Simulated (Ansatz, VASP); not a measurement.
**One calculation of Sc2BF2, two programs**

```
Sc B F
1.0
     3.03150    0.00000    0.00000
    -1.51575    2.62536    0.00000
     0.00000    0.00000    7.54846
Sc B F
2 1 2
Cartesian
  0.0000 0.0000 3.2660
  0.0000 1.7502 5.7633
  0.0000 0.0000 0.0000
  0.0000 0.0000 1.2880
  1.5158 0.8751 4.5147
```

Alike in both runs: task single point; functional PBE; k mesh 6 × 6 × 2; occupations gaussian, width 0.1 eV; no spin polarisation.

|  | VASP | Ansatz |
| --- | --- | --- |
| version | VASP 6.6.1 | Ansatz 0.2.0 |
| potentials or method | VASP PAW PBE potentials, release 64 (Sc_sv, B, F), cutoff 520 eV | scalar-relativistic, plane waves, PAW |
| valence electrons in the cell | 39 | 39 |

```tsv
	VASP	Ansatz	Ansatz less VASP
gap on the k mesh at the Fermi level (eV)	none	none	-
pressure (GPa)	26.0	25.4	-0.65
traceless stress, the component that is largest in VASP (GPa)	15.26	14.61	-0.655
rms of the force components (eV/Å)	1.686	1.613	-0.0735
```

Atom by atom the forces differ by 0.078 eV/Å (rms over components). A gap of «none» marks a metal or a gap that the smearing closes.

The k mesh is coarse, so the values compare programs but aren't converged.
